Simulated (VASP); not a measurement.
**Bi: single point with PBE**

Slab: Bi, a slab with vacuum.

```
CELL_PARAMETERS angstrom
4.55800 0.00000 0.00000
-2.27900 3.94734 0.00000
0.00000 0.00000 28.00000
ATOMIC_POSITIONS crystal
Bi 0.33333 0.66667 0.53302
Bi 0.66667 0.33333 0.46698
```

```
Program                : VASP 6.6.1
Task                   : single point
Functional             : PBE
Potentials or basis    : VASP PAW PBE potentials, release 64 (Bi_d)
Cutoff                 : 520 eV
k mesh                 : 9 × 9 × 1
Occupations            : gaussian, width 0.02 eV
Spin                   : no spin polarisation
Dipole correction      : yes
Further INCAR settings : ALGO = Normal; EDIFF = 1e-06; NBANDS = 22
```

```
Largest force          : 1.221 eV/Å
Band gap on the k mesh : 0.49 eV, direct
```

Forces on the atoms (eV/Å):
```
Bi   0.000  0.000 -1.221
Bi   0.000  0.000  1.221
```

Levels at points of the mesh, in eV from the valence-band top:
```
           k point  band 12  band 13  band 14  band 15  band 16  band 17  band 18  band 19
(0.00, 0.00, 0.00)    -8.69    -0.72     0.00     0.00     0.49     2.20     2.20     3.70
```

Run time: 2.1 min on 1 thread of Intel(R) Xeon(R) 6975P-C (Granite Rapids), on a shared host, peak memory 0.57 GiB.

Caveat: spin-orbit coupling is left out, which moves the levels of the heavy elements.
